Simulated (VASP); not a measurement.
# PdI2O4 (Fd-3m) in VASP: single point with PBEsol

Aim: the single point of PdI2O4 with PBEsol.

All numbers are computed with VASP 6.6.1; they aren't measurements. Logs are shortened: lines on timing, memory, paths and dates and some standing lists are left out, and cuts for length are marked.

**1. The cell of the first run**

The structure is cubic, space group Fd-3m (No. 227). Conventional cell: a = 9.727 Å, b = 9.727 Å, c = 9.727 Å, α = 90.00°, β = 90.00°, γ = 90.00°. Pd (site symmetry -43m) has 4 O at 1.96 Å within 2.6 Å. I (site symmetry -3m) has 6 O at 2.52 Å within 3.3 Å. O (site symmetry 3m) has 1 Pd at 1.96 Å and 3 I at 2.52 Å within 2.6 Å.

**2. Single point, PBEsol**

File INCAR:

```
PREC = Accurate ; ENCUT = 600
EDIFF = 1E-6 ; ISMEAR = 1
SIGMA = 0.2706 ; LREAL = False
LASPH = True ; NELM = 120
ALGO = Normal ; ISIF = 2
LWAVE = False ; LCHARG = False
GGA = PS ; NBANDS = 61
NELECT = 97.0 ; GGA_COMPAT = False
```

File KPOINTS:

```
regular mesh
0
Gamma
  6 6 6
```

File POSCAR:

```
PdI2O4
1.0
    0.0000000000      4.8636940000      4.8636940000
    4.8636940000      0.0000000000      4.8636940000
    4.8636940000      4.8636940000      0.0000000000
Pd I O
2 4 8
Direct
    0.1250000000      0.1250000000      0.1250000000
    0.8750000000      0.8750000000      0.8750000000
    0.5000000000      0.5000000000      0.5000000000
    0.0000000000      0.5000000000      0.5000000000
    0.5000000000      0.5000000000      0.0000000000
    0.5000000000      0.0000000000      0.5000000000
    0.2416000000      0.2416000000      0.2416000000
    0.2248000000      0.7584000000      0.7584000000
    0.2416000000      0.2416000000      0.7752000000
    0.7584000000      0.2248000000      0.7584000000
    0.7752000000      0.2416000000      0.2416000000
    0.7584000000      0.7584000000      0.7584000000
    0.2416000000      0.7752000000      0.2416000000
    0.7584000000      0.7584000000      0.2248000000
```

Potentials or basis: VASP PAW PBE potentials, release 64 (Pd, I, O).

On the command line:

```console
$ cat potpaw_PBE.64/Pd/POTCAR potpaw_PBE.64/I/POTCAR potpaw_PBE.64/O/POTCAR > POTCAR
$ mpirun -np 1 vasp_std > vasp.out
```

OUTCAR:

```text
PREC = Accurate
   ENCUT = 600
   EDIFF = 1E-6
   ISMEAR = 1
   LREAL = False
   LASPH = True
   NELM = 120
   ISIF = 2
   GGA = PS
   NELECT = 97.0

 ion  position               nearest neighbor table
   1  0.125  0.125  0.125-   7 1.96   9 1.96  11 1.96  13 1.96
   2  0.875  0.875  0.875-  12 1.96  10 1.96   8 1.96  14 1.96
   3  0.500  0.500  0.500-   8 2.52  10 2.52  11 2.52  13 2.52   9 2.52  14 2.52   4 3.44   5 3.44
                             6 3.44   5 3.44   6 3.44   4 3.44
   4  0.000  0.500  0.500-   9 2.52  10 2.52  13 2.52  14 2.52   7 2.52  12 2.52   3 3.44   5 3.44
                             6 3.44   3 3.44   5 3.44   6 3.44
   5  0.500  0.500  0.000-   8 2.52  10 2.52  11 2.52  13 2.52  12 2.52   7 2.52   3 3.44   3 3.44
                             4 3.44   6 3.44   6 3.44   4 3.44
   6  0.500  0.000  0.500-   8 2.52   9 2.52  11 2.52  14 2.52  12 2.52   7 2.52   3 3.44   5 3.44
                             3 3.44   4 3.44   5 3.44   4 3.44
   7  0.242  0.242  0.242-   1 1.96   5 2.52   4 2.52   6 2.52
   8  0.225  0.758  0.758-   2 1.96   5 2.52   6 2.52   3 2.52
   9  0.242  0.242  0.775-   1 1.96   4 2.52   6 2.52   3 2.52
  10  0.758  0.225  0.758-   2 1.96   4 2.52   5 2.52   3 2.52
  11  0.775  0.242  0.242-   1 1.96   5 2.52   6 2.52   3 2.52
  12  0.758  0.758  0.758-   2 1.96   5 2.52   4 2.52   6 2.52
  13  0.242  0.775  0.242-   1 1.96   4 2.52   5 2.52   3 2.52
  14  0.758  0.758  0.225-   2 1.96   4 2.52   6 2.52   3 2.52

  LATTYP: Found a face centered cubic cell.
 ALAT       =     9.7273880000

  Lattice vectors:

 A1 = (   0.0000000000,   4.8636940000,   4.8636940000)
 A2 = (   4.8636940000,   0.0000000000,   4.8636940000)
 A3 = (   4.8636940000,   4.8636940000,   0.0000000000)

Analysis of symmetry for initial positions (statically):
=====================================================================
 Subroutine PRICEL returns:
 Original cell was already a primitive cell.

 Routine SETGRP: Setting up the symmetry group for a
 face centered cubic supercell.

 Subroutine GETGRP returns: Found 48 space group operations
 (whereof 12 operations were pure point group operations)
 out of a pool of 48 trial point group operations.

The static configuration has the point symmetry D_3d.
 The point group associated with its full space group is O_h .

Analysis of symmetry for dynamics (positions and initial velocities):
=====================================================================
 Subroutine PRICEL returns:
[... 141 lines left out ...]
   EFERMI_NEDOS =   21; number of points for ismear=-14 and -15
   IALGO  =     38    algorithm
   IMIX   =      4    mixing-type and parameters
     AMIX     =   0.40;   BMIX     =  1.00
     AMIX_MAG =   1.60;   BMIX_MAG =  1.00
  volume/ion in A,a.u.               =      16.44       110.92
  Fermi-wavevector in a.u.,A,eV,Ry     =   1.227503  2.319644 20.500758  1.506763
  Thomas-Fermi vector in A             =   2.362464
   LORBIT       =      0    0 simple, 1 ext, 2 COOP (PROOUT), +10 PAW based schemes
   GGA     = PS    functional components
   LHFCALC =     F    Hartree Fock is set to
   AEXX    =    0.0000 exact exchange contribution
   IVDW    =     0    specifies the selected vdW correction
   LEPSILON=     F    determine dielectric tensor
   LRPA    =     F    only Hartree local field effects (RPA)
 non-spin polarized calculation
 Methfessel and Paxton  Order N= 1 SIGMA  =   0.27
  energy-cutoff  :      600.00
  volume of cell :      230.11
 maximum number of plane-waves:      7727
   NGX = 27   NGY = 27   NGZ = 27

 number of electron      97.0000010 magnetization

 Free energy of the ion-electron system (eV)
  ---------------------------------------------------
  ext. energy  EPLUGINS =         0.00000000
  ---------------------------------------------------
  free energy    TOTEN  =       -50.02788936 eV

  energy without entropy =      -50.04130230  energy(sigma->0) =      -50.03236034

 E-fermi :   5.8452     XC(G=0): -10.5090

 val. band max:        5.8085194524   @ k =   0.1667   0.1667   0.0000
 cond. band min:       5.8483372521   @ k =  -0.3333   0.1667   0.0000
 fundamental gap:      0.0398177997
 Fermi energy:         5.8452331691

 k-point     1 :       0.0000    0.0000    0.0000
  band No.  band energies     occupation
      1     -13.5727      2.00000
      2     -12.6122      2.00000
      3     -12.5930      2.00000
      4     -12.5930      2.00000
      5     -12.5930      2.00000
      6     -12.4643      2.00000
[... 997 lines left out ...]
     59      11.3900      0.00000
     60      11.3900      0.00000
 [bands above 60 left out]

------------------------ aborting loop because EDIFF is reached ----------------------------------------

  FORCE on cell =-STRESS in cart. coord.  units (eV):
  Direction    XX          YY          ZZ          XY          YZ          ZX
  --------------------------------------------------------------------------------------
  -------------------------------------------------------------------------------------
  Total       12.1248452     12.1248452     12.1248452      0.0000000      0.0000000      0.0000000
  in kB       84.4224710     84.4224710     84.4224710      0.0000000      0.0000000      0.0000000
  external PRESSURE =      84.4224710 kB  Pullay stress =       0.0000000 kB

 VOLUME and BASIS-vectors are now :
 -----------------------------------------------------------------------------
  energy-cutoff  :      600.00
  volume of cell :      230.11
      direct lattice vectors                 reciprocal lattice vectors
     0.000000000  4.863694000  4.863694000    -0.102802520  0.102802520  0.102802520
     4.863694000  0.000000000  4.863694000     0.102802520 -0.102802520  0.102802520
     4.863694000  4.863694000  0.000000000     0.102802520  0.102802520 -0.102802520

 POSITION                                       TOTAL-FORCE (eV/Angst)
 -----------------------------------------------------------------------------------
      1.21592      1.21592      1.21592         0.000000      0.000000     -0.000000
      8.51146      8.51146      8.51146         0.000000      0.000000      0.000000
      4.86369      4.86369      4.86369         0.000000      0.000000      0.000000
      4.86369      2.43185      2.43185         0.000000      0.000000     -0.000000
      2.43185      2.43185      4.86369         0.000000      0.000000      0.000000
      2.43185      4.86369      2.43185         0.000000      0.000000      0.000000
      2.35014      2.35014      2.35014        -0.064155     -0.064155     -0.064155
      7.37725      4.78198      4.78198         0.064155     -0.064155     -0.064155
      4.94540      4.94540      2.35014         0.064155      0.064155     -0.064155
      4.78198      7.37725      4.78198        -0.064155      0.064155     -0.064155
      2.35014      4.94540      4.94540        -0.064155      0.064155      0.064155
      7.37725      7.37725      7.37725         0.064155      0.064155      0.064155
      4.94540      2.35014      4.94540         0.064155     -0.064155      0.064155
      4.78198      4.78198      7.37725        -0.064155     -0.064155      0.064155
 -----------------------------------------------------------------------------------
    total drift:                                0.000000      0.000000     -0.000000

  FREE ENERGIE OF THE ION-ELECTRON SYSTEM (eV)
  ---------------------------------------------------
  free  energy   TOTEN  =       -50.0278893601 eV

  energy  without entropy=      -50.0413023049  energy(sigma->0) =      -50.03236034
```

It took 4.7 min on 1 thread of Intel Xeon Platinum 8488C (Sapphire Rapids), shared host; peak memory 0.55 GiB.

What came out:

| Item | Value |
| --- | --- |
| Free energy | -50.0279 eV |
| Largest force | 0.111 eV/Å |

Forces on the atoms (eV/Å):
```
Pd   0.000  0.000  0.000
Pd   0.000  0.000  0.000
I    0.000  0.000  0.000
I    0.000  0.000  0.000
I    0.000  0.000  0.000
I    0.000  0.000  0.000
O   -0.064 -0.064 -0.064
O    0.064 -0.064 -0.064
O    0.064  0.064 -0.064
O   -0.064  0.064 -0.064
O   -0.064  0.064  0.064
O    0.064  0.064  0.064
O    0.064 -0.064  0.064
O   -0.064 -0.064  0.064
```

Levels at points of the mesh, in eV from the Fermi level:
| k point | band 45 | band 46 | band 47 | band 48 | band 49 | band 50 | band 51 | band 52 |
| --- | --- | --- | --- | --- | --- | --- | --- | --- |
| (0.00, 0.00, 0.00) | -0.41 | -0.41 | -0.41 | -0.24 | -0.24 | -0.24 | 0.55 | 0.55 |
| (0.50, 0.00, 0.00) | -1.17 | -0.56 | -0.56 | -0.44 | -0.44 | -0.06 | 0.66 | 0.66 |
| (0.50, 0.50, 0.00) | -0.95 | -0.95 | -0.55 | -0.55 | 0.20 | 0.20 | 0.57 | 0.57 |

Caveat: the cell carries a net charge on a neutralising background, which shifts energy and pressure; the cell is charged against a uniform background, so pressure and absolute levels hang on convention; the PAW data sets were made with another functional, which shifts forces and pressure a little; spin-orbit coupling is left out, which moves the levels of the heavy elements; an odd number of electrons without spin polarisation forces a metal; a magnetic or distorted state may lie lower.
